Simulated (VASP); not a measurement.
The system is Ge.

```xyz
1
Lattice="-1.5749 1.5749 2.3959 1.5749 -1.5749 2.3959 1.5749 1.5749 -2.3959" Properties=species:S:1:pos:R:3 pbc="T T T"
Ge    0.0000    0.0000    0.0000
```

```yaml
Program: VASP 6.6.1
Task: relaxation of cell and atoms
Functional: PBEsol
Potentials_or_basis: VASP PAW PBE potentials, release 64 (Ge_d)
Cutoff: 600 eV
k_mesh: 8 × 8 × 8
Occupations: gaussian, width 0.1 eV
Spin: no spin polarisation
```

At the start: pressure -10.4 GPa; volume 23.77 Å³/atom.

Task: How do energy, volume and symmetry change on relaxing?

Result: Over 9 steps the energy falls by 216.9 meV/atom and the volume is 18.64 Å³/atom (-21.6 %); space group I4/mmm (No. 139, to 0.05 Å).

The path:
```csv
step,energy change (eV),largest force (eV/Å),pressure (GPa),volume (Å³)
1,0.0000,0.0000,-10.39,23.77
2,-0.2106,0.0000,-0.89,18.85
3,-0.2114,0.0000,-0.05,18.61
4,-0.2113,0.0000,0.38,18.52
5,-0.2154,0.0000,0.78,18.47
6,-0.2164,0.0000,0.83,18.43
7,-0.2164,0.0000,0.85,18.43
8,-0.2168,0.0000,-0.29,18.73
9,-0.2169,0.0000,-0.01,18.64
```

Final structure:
```
Ge
1.0
    -1.47455    1.47455    2.14336
     1.47455   -1.47455    2.14336
     1.47455    1.47455   -2.14336
Ge
1
Cartesian
  0.0000 0.0000 0.0000
```

Caveat: the volume moved by over 15 % at a fixed basis, so the end points are rough; the PAW data sets were made with another functional, which shifts forces and pressure a little.
